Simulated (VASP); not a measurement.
Runs of VASP 6.6.1 on Rh. The structure is that of space group P6_3/mmc (No. 194), or close to it. The cells are those of the table. This isn't the form of Rh at room conditions, which is fcc.

```csv
cell,k mesh,gap on the mesh (eV),pressure (GPa)
"a = 2.760, b = 2.760, c = 9.002 Å, angles 90.0, 90.0, 120.0°, 4 atoms",15 × 15 × 4,none,-8.4
"a = 2.611, b = 2.611, c = 8.514 Å, angles 90.0, 90.0, 120.0°, 4 atoms",15 × 15 × 4,none,(a)
"a = 2.688, b = 2.688, c = 8.765 Å, angles 90.0, 90.0, 120.0°, 4 atoms",15 × 15 × 4,none,11.0
"a = 2.725, b = 2.725, c = 8.885 Å, angles 90.0, 90.0, 120.0°, 4 atoms",13 × 13 × 4,none,0.2
"a = 2.650, b = 2.650, c = 8.641 Å, angles 90.0, 90.0, 120.0°, 4 atoms",15 × 15 × 4,none,(b)
"a = 2.725, b = 2.725, c = 8.885 Å, angles 90.0, 90.0, 120.0°, 4 atoms",15 × 15 × 4,none,0.1
```

Alike in all rows: task single point; level revPBE; potentials or basis VASP PAW PBE potentials, release 64 (Rh_pv); no spin polarisation; cutoff (eV) 520; smearing fermi-dirac 0.1 eV.

Q: Estimate the missing entries.

A: (a) 42.9; (b) 25.0.

Caveats: the PAW data sets were made with another functional, which shifts forces and pressure a little; the cell stands under pressure (at least some runs); the cell stands under tension (at least some runs).

A k mesh can miss the band edges, and the runs leave out spin-orbit coupling on Rh.

A gap of «none» marks levels without a gap at the run's occupations.
